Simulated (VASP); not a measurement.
# CdSe (I-4m2) in VASP: notebook

Runs on CdSe. Level: r2SCAN. Tasks: single point.

All numbers are computed with VASP 6.6.1; they aren't measurements. Logs are shortened: lines on timing, memory, paths and dates and some standing lists are left out, and cuts for length are marked.

**1. The cell of the first run**

Symmetry: I-4m2, No. 119, tetragonal system. Conventional cell: a = 4.359 Å, b = 4.359 Å, c = 6.092 Å, α = 90.00°, β = 90.00°, γ = 90.00°. Within 3.5 Å of Cd (site symmetry -4m2) lie 4 Se at 2.66 Å. Within 3.5 Å of Se (site symmetry -4m2) lie 4 Cd at 2.66 Å.

**2. Single point, r2SCAN (in-plane strain +0.005, then relaxed in part)**

POSCAR reads:

```
CdSe
1.0
    3.0821126353      3.0821126353      0.0000000000
   -3.0821126353      3.0821126353      0.0000000000
    0.0000000000      3.0821126353      3.0462246378
Cd Se
1 1
Direct
    0.0000000000      0.0000000000      0.0000000000
    0.7500000000      0.2500000000      0.5000000000
```

INCAR.step1 reads:

```
SYSTEM = CdSe
  PREC = Accurate
  ENCUT = 520
  ISMEAR = 0
  SIGMA = 0.01
  LREAL = .FALSE.
  LASPH = .TRUE.
  NELM = 60
  NBANDS = 16
  GGA = PE
  ALGO = Normal
  EDIFF = 1E-4
  LWAVE = .TRUE.
  LCHARG = .FALSE.
```

INCAR.step2 reads:

```
SYSTEM = CdSe
  PREC = Accurate
  ENCUT = 520
  EDIFF = 1E-6
  ISMEAR = 0
  SIGMA = 0.01
  LREAL = .FALSE.
  LASPH = .TRUE.
  NELM = 60
  ALGO = Normal
  ISIF = 2
  LWAVE = .FALSE.
  LCHARG = .TRUE.
  METAGGA = R2SCAN
  LMIXTAU = .TRUE.
  LELF = .TRUE.
  LVHAR = .TRUE.
  NBANDS = 16
  ISTART = 1
```

KPOINTS reads:

```
regular mesh
0
G
  6 6 6
  0 0 0
```

Potentials or basis: VASP PAW PBE potentials, release 64 (Cd, Se).

Launch:

```bash
$ cat potpaw_PBE.64/Cd/POTCAR potpaw_PBE.64/Se/POTCAR > POTCAR
$ cp INCAR.step1 INCAR
$ mpirun -np 1 vasp_std > vasp.out
$ cp INCAR.step2 INCAR
$ mpirun -np 1 vasp_std > vasp.out
```

OUTCAR:

```text
SYSTEM = CdSe
   PREC = Accurate
   ENCUT = 520
   EDIFF = 1E-6
   ISMEAR = 0
   LREAL = .FALSE.
   LASPH = .TRUE.
   NELM = 60
   ISIF = 2
   METAGGA = R2SCAN
   ISTART = 1

 ion  position               nearest neighbor table
   1  0.000  0.000  0.000-   2 2.66   2 2.66   2 2.66   2 2.66
   2  0.750  0.250  0.500-   1 2.66   1 2.66   1 2.66   1 2.66

  LATTYP: Found a body centered tetragonal cell.
 ALAT       =     4.3587654896
 C/A-ratio  =     1.3977465156

  Lattice vectors:

 A1 = (   3.0821126353,   0.0000000000,  -3.0462246378)
 A2 = (  -3.0821126353,   0.0000000000,  -3.0462246378)
 A3 = (   0.0000000000,   3.0821126353,   3.0462246378)

Analysis of symmetry for initial positions (statically):
=====================================================================
 Subroutine PRICEL returns:
 Original cell was already a primitive cell.

 Routine SETGRP: Setting up the symmetry group for a
 body centered tetragonal supercell.

 Subroutine GETGRP returns: Found  8 space group operations
 (whereof  8 operations were pure point group operations)
 out of a pool of 16 trial point group operations.

The static configuration has the point symmetry D_2d.

Analysis of symmetry for dynamics (positions and initial velocities):
=====================================================================
 Subroutine PRICEL returns:
 Original cell was already a primitive cell.

 Routine SETGRP: Setting up the symmetry group for a
 body centered tetragonal supercell.

 Subroutine GETGRP returns: Found  8 space group operations
 (whereof  8 operations were pure point group operations)
 out of a pool of 16 trial point group operations.

The dynamic configuration has the point symmetry D_2d.

 Subroutine INISYM returns: Found  8 space group operations
 (whereof  8 operations are pure point group operations),
 and found     1 'primitive' translations

----------------------------------------------------------------------------------------

                                     Primitive cell

  volume of cell :      57.8747

  direct lattice vectors                    reciprocal lattice vectors
     3.082112635  3.082112635  0.000000000     0.162226388  0.162226388 -0.164137600
    -3.082112635  3.082112635  0.000000000    -0.162226388  0.162226388 -0.164137600
     0.000000000  3.082112635  3.046224638     0.000000000  0.000000000  0.328275199

  length of vectors
     4.358765490  4.358765490  4.333463146     0.282092101  0.282092101  0.328275199

  position of ions in fractional coordinates (direct lattice)
     0.000000000  0.000000000  0.000000000
     0.750000000  0.250000000  0.500000000

  ion indices of the primitive-cell ions
   primitive index   ion index
                 1           1
                 2           2

----------------------------------------------------------------------------------------

 KPOINTS: regular mesh

Automatic generation of k-mesh.
 Grid dimensions read from file:
 generate k-points for:    6    6    6

 Generating k-lattice:

  Cartesian coordinates                     Fractional coordinates (reciprocal lattice)
     0.027037731  0.027037731 -0.027356267     0.166666667  0.000000000  0.000000000
    -0.027037731  0.027037731 -0.027356267     0.000000000  0.166666667  0.000000000
     0.000000000  0.000000000  0.054712533     0.000000000  0.000000000  0.166666667

  Length of vectors
     0.047015350  0.047015350  0.054712533

  Shift w.r.t. Gamma in fractional coordinates (k-lattice)
     0.000000000  0.000000000  0.000000000

 Subroutine IBZKPT returns following result:
 ===========================================

 Found     30 irreducible k-points:

 Following reciprocal coordinates:
            Coordinates               Weight
  0.000000  0.000000  0.000000      1.000000
  0.166667  0.000000  0.000000      8.000000
  0.333333  0.000000  0.000000      8.000000
  0.500000  0.000000  0.000000      4.000000
  0.166667  0.166667  0.000000      8.000000
  0.333333  0.166667  0.000000     16.000000
[... 16 lines left out ...]
 -0.333333 -0.333333  0.166667      4.000000
 -0.166667 -0.333333  0.166667     16.000000
 [... further k-points ...]
   k-points           NKPTS =     30   k-points in BZ     NKDIM =     30   number of bands    NBANDS=     16
   number of dos      NEDOS =    301   number of ions     NIONS =      2
   total plane-waves  NPLWV =  32768
   dimension x,y,z NGX =    32 NGY =   32 NGZ =   32
   dimension x,y,z NGXF=    64 NGYF=   64 NGZF=   64
   ions per type =               1   1
   NGX,Y,Z   is equivalent  to a cutoff of  12.20, 12.20, 12.28 a.u.
   NGXF,Y,Z  is equivalent  to a cutoff of  24.41, 24.41, 24.55 a.u.
 SYSTEM =  CdSe
   PREC   = accura    normal or accurate (medium, high low for compatibility)
   ISTART =      1    job   : 0-new  1-cont  2-samecut
   ICHARG =      0    charge: 1-file 2-atom 10-const
   ISPIN  =      1    spin polarized calculation?
   LNONCOLLINEAR =      F non collinear calculations
   LSORBIT =      F    spin-orbit coupling
   LASPH  =      T    aspherical Exc in radial PAW
   ENCUT  =  520.0 eV  38.22 Ry    6.18 a.u.   8.10  8.10  8.06*2*pi/ulx,y,z
   NELM   =     60;   NELMIN=  2; NELMDL=  0     # of ELM steps
   EDIFF  = 0.1E-05   stopping-criterion for ELM
   LREAL  =      F    real-space projection
[... 7 lines left out ...]
   TEBEG  =    0.0;   TEEND  =   0.0 temperature during run
   PSTRESS=    0.0 pullay stress
   NELECT =      18.0000    total number of electrons
   NUPDOWN=      -1.0000    fix difference up-down
   EMIN   =  10.00;   EMAX   =-10.00  energy-range for DOS
   EFERMI =   0.00;   METHOD = LEGACY
   ISMEAR =     0;   SIGMA  =   0.01  broadening in eV -4-tet -1-fermi 0-gaus
   EFERMI_NEDOS =   21; number of points for ismear=-14 and -15
   IALGO  =     38    algorithm
   IMIX   =      4    mixing-type and parameters
     AMIX     =   0.40;   BMIX     =  1.00
     AMIX_MAG =   1.60;   BMIX_MAG =  1.00
  volume/ion in A,a.u.               =      28.94       195.28
  Fermi-wavevector in a.u.,A,eV,Ry     =   1.109182  2.096049 16.739030  1.230284
  Thomas-Fermi vector in A             =   2.245718
   LORBIT       =      0    0 simple, 1 ext, 2 COOP (PROOUT), +10 PAW based schemes
   METAGGA = R2SCAN    functional components
   LHFCALC =     F    Hartree Fock is set to
   AEXX    =    0.0000 exact exchange contribution
   IVDW    =     0    specifies the selected vdW correction
   LEPSILON=     F    determine dielectric tensor
   LRPA    =     F    only Hartree local field effects (RPA)
 non-spin polarized calculation
 Gauss-broadening in eV      SIGMA  =   0.01
  energy-cutoff  :      520.00
  volume of cell :       57.87
 maximum number of plane-waves:      1580
   NGX = 17   NGY = 17   NGZ = 17

 number of electron      18.0000008 magnetization

 Free energy of the ion-electron system (eV)
  ---------------------------------------------------
  ext. energy  EPLUGINS =         0.00000000
  ---------------------------------------------------
  free energy    TOTEN  =       -35.91283246 eV

  energy without entropy =      -35.91283246  energy(sigma->0) =      -35.91283246

 E-fermi :   0.5540     XC(G=0):  -9.2916

 val. band max:        0.4467445513   @ k =   0.0000   0.0000   0.0000
 cond. band min:       1.4434857351   @ k =   0.0000   0.0000   0.0000
 fundamental gap:      0.9967411838
 Fermi energy:         0.5540481110

 k-point     1 :       0.0000    0.0000    0.0000
  band No.  band energies     occupation
      1     -12.4348      2.00000
      2      -7.6568      2.00000
      3      -7.6568      2.00000
      4      -7.6516      2.00000
      5      -7.2863      2.00000
      6      -7.2843      2.00000
[... 8 lines left out ...]
     15      11.9190      0.00000
     16      12.0909      0.00000

 k-point     2 :       0.1667    0.0000    0.0000
  band No.  band energies     occupation
      1     -12.3470      2.00000
      2      -7.6289      2.00000
      3      -7.6253      2.00000
      4      -7.5635      2.00000
      5      -7.2863      2.00000
      6      -7.2854      2.00000
[... 8 lines left out ...]
     15      11.0528      0.00000
     16      11.3900      0.00000

 k-point     3 :       0.3333    0.0000    0.0000
  band No.  band energies     occupation
      1     -12.1690      2.00000
      2      -7.5820      2.00000
      3      -7.5773      2.00000
      4      -7.2784      2.00000
      5      -7.2747      2.00000
      6      -7.2632      2.00000
[... 8 lines left out ...]
     15      11.4878      0.00000
     16      11.4919      0.00000

 k-point     4 :       0.5000    0.0000    0.0000
  band No.  band energies     occupation
      1     -12.0792      2.00000
      2      -7.5646      2.00000
      3      -7.5592      2.00000
      4      -7.2654      2.00000
      5      -7.2613      2.00000
      6      -7.0019      2.00000
[... 8 lines left out ...]
     15      13.0920      0.00000
     16      13.1759      0.00000
[... 324 lines left out ...]
 k-point    22 :      -0.1667    0.5000    0.1667
  band No.  band energies     occupation
      1     -12.0546      2.00000
      2      -7.5138      2.00000
      3      -7.4994      2.00000
      4      -7.3459      2.00000
      5      -7.2603      2.00000
      6      -7.0562      2.00000
[... 8 lines left out ...]
     15      13.0486      0.00000
     16      14.0421      0.00000

 k-point    23 :      -0.3333   -0.3333    0.1667
  band No.  band energies     occupation
      1     -11.9684      2.00000
      2      -7.4632      2.00000
      3      -7.4556      2.00000
      4      -7.3441      2.00000
      5      -7.2602      2.00000
      6      -6.8509      2.00000
[... 8 lines left out ...]
     15      13.7893      0.00000
     16      14.0642      0.00000

 k-point    24 :      -0.1667   -0.3333    0.1667
  band No.  band energies     occupation
      1     -11.9953      2.00000
      2      -7.5020      2.00000
      3      -7.4779      2.00000
      4      -7.3156      2.00000
      5      -7.2739      2.00000
      6      -6.8726      2.00000
[... 8 lines left out ...]
     15      12.8635      0.00000
     16      14.0462      0.00000

 [... further k-points ...]

------------------------ aborting loop because EDIFF is reached ----------------------------------------

  FORCE on cell =-STRESS in cart. coord.  units (eV):
  Direction    XX          YY          ZZ          XY          YZ          ZX
  --------------------------------------------------------------------------------------
  -------------------------------------------------------------------------------------
  Total        0.0039006      0.0039006      0.0745144      0.0000000      0.0000000     -0.0000000
  in kB        0.1079829      0.1079829      2.0628222      0.0000000      0.0000000     -0.0000000
  external PRESSURE =       0.7595960 kB  Pullay stress =       0.0000000 kB

 VOLUME and BASIS-vectors are now :
 -----------------------------------------------------------------------------
  energy-cutoff  :      520.00
  volume of cell :       57.87
      direct lattice vectors                 reciprocal lattice vectors
     3.082112635  3.082112635  0.000000000     0.162226388  0.162226388 -0.164137600
    -3.082112635  3.082112635  0.000000000    -0.162226388  0.162226388 -0.164137600
     0.000000000  3.082112635  3.046224638     0.000000000  0.000000000  0.328275199

 POSITION                                       TOTAL-FORCE (eV/Angst)
 -----------------------------------------------------------------------------------
      0.00000      0.00000      0.00000         0.000000     -0.000000      0.000000
      1.54106      4.62317      1.52311         0.000000      0.000000      0.000000
 -----------------------------------------------------------------------------------
    total drift:                                0.000003     -0.000000      0.000000

  FREE ENERGIE OF THE ION-ELECTRON SYSTEM (eV)
  ---------------------------------------------------
  free  energy   TOTEN  =       -35.9128324633 eV

  energy  without entropy=      -35.9128324633  energy(sigma->0) =      -35.91283246
```

It took 39 s on 1 thread of Intel Xeon 6975P-C (Granite Rapids), shared host; peak memory 0.19 GiB.

What came out:

```yaml
Free_energy: -35.9128 eV
Pressure: 0.1 GPa
Band_gap_on_the_k_mesh: 1.00 eV, direct
```

Caveat: the cell differs from its parent crystal (in-plane strain +0.005, then relaxed in part); the PAW data sets were made with another functional, which shifts forces and pressure a little.

**3. Single point, r2SCAN (film at in-plane strain +0.005)**

POSCAR is that of step 2.

INCAR.step1 reads:

```
  PREC = Accurate
  ENCUT = 520
  ISMEAR = 0
  SIGMA = 0.01
  LREAL = F
  LASPH = T
  NELM = 60
  NBANDS = 16
  GGA = PE
  ALGO = Normal
  EDIFF = 1E-4
  LWAVE = T
  LCHARG = F
```

INCAR.step2 reads:

```
  PREC = Accurate
  ENCUT = 520
  EDIFF = 1E-6
  ISMEAR = 0
  SIGMA = 0.01
  LREAL = F
  LASPH = T
  NELM = 60
  ALGO = Normal
  ISIF = 2
  LWAVE = F
  LCHARG = F
  METAGGA = R2SCAN
  LMIXTAU = T
  NBANDS = 16
  ISTART = 1
```

KPOINTS reads:

```
regular mesh
0
Gamma
  6 6 6
```

Potentials or basis: VASP PAW PBE potentials, release 64 (Cd, Se).

Launch:

```bash
$ cat potpaw_PBE.64/Cd/POTCAR potpaw_PBE.64/Se/POTCAR > POTCAR
$ cp INCAR.step1 INCAR
$ mpirun -np 1 vasp_std > vasp.out
$ cp INCAR.step2 INCAR
$ mpirun -np 1 vasp_std > vasp.out
```

Wall time 36 s (1 thread of Intel Xeon 6975P-C (Granite Rapids), shared host); peak memory 0.2 GiB.

Results (log left out):

```
Free energy            : -35.9128 eV
Pressure               : 0.1 GPa
Band gap on the k mesh : 1.00 eV, direct
```

Stress tensor (GPa, compression positive):
```
0.01 0.00 0.00
0.00 0.01 0.00
0.00 0.00 0.21
```

Levels at points of the mesh, in eV from the valence-band top:
| k point | band 7 | band 8 | band 9 | band 10 | band 11 | band 12 |
| --- | --- | --- | --- | --- | --- | --- |
| (0.00, 0.00, 0.00) | -0.04 | -0.04 | 0.00 | 1.00 | 6.44 | 6.45 |
| (0.50, 0.00, 0.00) | -4.28 | -0.77 | -0.72 | 2.80 | 6.85 | 6.94 |
| (0.50, 0.50, 0.00) | -4.00 | -1.80 | -1.79 | 3.49 | 4.14 | 9.49 |
| (0.00, 0.00, 0.50) | -3.94 | -1.84 | -1.84 | 3.45 | 4.03 | 9.60 |

Caveat: the cell differs from its parent crystal (film at in-plane strain +0.005); the PAW data sets were made with another functional, which shifts forces and pressure a little.

**4. Single point, r2SCAN (in-plane strain +0.01, then relaxed in part)**

POSCAR reads:

```
CdSe
1.0
    3.0974465290      3.0974465290      0.0000000000
   -3.0974465290      3.0974465290      0.0000000000
    0.0000000000      3.0974465290      3.0221821635
Cd Se
1 1
Direct
    0.0000000000      0.0000000000      0.0000000000
    0.7500000000      0.2500000000      0.5000000000
```

INCAR.step1 reads:

```
SYSTEM = CdSe
PREC     = Accurate       ! precision mode
ENCUT    = 520            ! plane-wave cutoff, eV
ISMEAR   = 0              ! smearing method
SIGMA    = 0.01           ! smearing width, eV
LREAL    = .False.        ! projectors in reciprocal space
LASPH    = .True.         ! aspherical terms in the spheres
NELM     = 100            ! most SCF steps
NBANDS   = 16             ! bands
GGA      = PE             ! functional
ALGO     = Normal         ! electronic algorithm
EDIFF    = 1E-4           ! SCF threshold, eV
LWAVE    = .True.         ! write WAVECAR
LCHARG   = .False.        ! write CHGCAR
```

INCAR.step2 reads:

```
SYSTEM = CdSe
PREC     = Accurate       ! precision mode
ENCUT    = 520            ! plane-wave cutoff, eV
EDIFF    = 1E-6           ! SCF threshold, eV
ISMEAR   = 0              ! smearing method
SIGMA    = 0.01           ! smearing width, eV
LREAL    = .False.        ! projectors in reciprocal space
LASPH    = .True.         ! aspherical terms in the spheres
NELM     = 100            ! most SCF steps
ALGO     = Normal         ! electronic algorithm
ISIF     = 2              ! what is computed and relaxed
LWAVE    = .False.        ! write WAVECAR
LCHARG   = .True.         ! write CHGCAR
METAGGA  = R2SCAN         ! meta-GGA
LMIXTAU  = .True.       
LELF     = .True.         ! ELF
LVHAR    = .True.       
NBANDS   = 16             ! bands
ISTART   = 1
```

KPOINTS reads:

```
Automatic mesh
0
Gamma
  6 6 6
  0 0 0
```

Launch:

```bash
$ cat potpaw_PBE.64/Cd/POTCAR potpaw_PBE.64/Se/POTCAR > POTCAR
$ cp INCAR.step1 INCAR
$ mpirun -np 1 vasp_std > vasp.out
$ cp INCAR.step2 INCAR
$ mpirun -np 1 vasp_std > vasp.out
```

Run time: 55 s. Hardware: 1 thread of Intel Xeon 6975P-C (Granite Rapids), shared host; peak memory 0.21 GiB.

The run converged. Its results:

- Free energy: -35.9119 eV
- Pressure: 0.0 GPa
- Band gap on the k mesh: 0.97 eV, direct

Stress tensor (GPa, compression positive):
```
-0.17  0.00  0.00
 0.00 -0.17  0.00
 0.00  0.00  0.23
```

Levels at points of the mesh, in eV from the valence-band top:
```tsv
k point	band 6	band 7	band 8	band 9	band 10	band 11	band 12	band 13
(0.00, 0.00, 0.00)	-7.75	-0.07	-0.07	0.00	0.97	6.42	6.43	6.43
(0.50, 0.00, 0.00)	-7.47	-4.29	-0.82	-0.71	2.77	6.78	6.96	7.68
(0.50, 0.50, 0.00)	-7.42	-4.04	-1.81	-1.77	3.49	4.15	9.41	10.58
(0.00, 0.00, 0.50)	-7.38	-3.90	-1.90	-1.90	3.41	3.93	9.64	10.70
```

Caveat: the cell differs from its parent crystal (in-plane strain +0.01, then relaxed in part); the PAW data sets were made with another functional, which shifts forces and pressure a little.
